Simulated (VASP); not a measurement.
## Mg: relaxation of volume and atoms at fixed shape with LDA

Crystal: Mg.

```
CELL_PARAMETERS angstrom
3.20930 0.00000 0.00000
-1.60465 2.77934 0.00000
0.00000 0.00000 5.21030
ATOMIC_POSITIONS crystal
Mg 0.33333 0.66667 0.25000
Mg 0.66667 0.33333 0.75000
```

| Quantity | Value |
| --- | --- |
| Program | VASP 6.6.1 |
| Task | relaxation of volume and atoms at fixed shape |
| Functional | LDA |
| Potentials or basis | VASP PAW LDA potentials, release 64 (Mg_sv) |
| Cutoff | 840 eV |
| k mesh | 7 × 7 × 4 |
| Occupations | fermi-dirac, width 0.1 eV |
| Spin | no spin polarisation |
| Dipole correction | no |
| Further INCAR settings | ALGO = Normal; EDIFF = 1e-07; IBRION = 2; EDIFFG = -0.01; NSW = 50; ISIF = 8 |

The relaxed volume is 21.66 Å³/atom and the relaxed cell is a = 3.135 Å, b = 3.135 Å, c = 5.089 Å, α = 90.00°, β = 90.00°, γ = 120.00°. The space group after relaxing (to 0.1 Å) is P6_3/mmc (No. 194). The energy gained by relaxing is 13.3 meV/atom. The ionic steps are 3 and the pressure after relaxing is 0.0 GPa. The band gap on the k mesh is zero (bands 10 and 11 overlap by 2.07 eV).

Stress tensor (GPa, compression positive):
```
-0.94  0.00  0.00
 0.00 -0.94  0.00
 0.00  0.00  1.91
```

Step by step:
| step | energy change (eV) | largest force (eV/Å) | pressure (GPa) | volume (Å³) |
| --- | --- | --- | --- | --- |
| 1 | 0.0000 | 0.0000 | -2.61 | 46.47 |
| 2 | -0.0254 | 0.0000 | -0.60 | 43.97 |
| 3 | -0.0266 | 0.0000 | 0.01 | 43.31 |

Final structure:
```xyz
2
Lattice="3.1347 0.0000 0.0000 -1.5674 2.7148 0.0000 0.0000 0.0000 5.0893" Properties=species:S:1:pos:R:3 pbc="T T T"
Mg    0.0000    1.8098    1.2723
Mg    1.5674    0.9049    3.8169
```

Levels at points of the mesh, in eV from the Fermi level:
```
           k point  band 6  band 7  band 8  band 9  band 10  band 11  band 12  band 13  band 14
(0.00, 0.00, 0.00)  -42.61  -42.61  -42.61   -7.19    -1.76    -1.30    11.21    11.21    11.38
(0.00, 0.00, 0.50)  -42.61  -42.61  -42.61   -5.74    -5.74     5.17     5.17    11.96    11.96
```

Run time: 36 s on 1 thread of AMD EPYC 9R45 96-Core Processor (Zen 5), with other jobs on the host, peak memory 0.15 GiB.

LDA usually gives volumes a few per cent too small. Zero-point motion and thermal expansion aren't in these numbers.
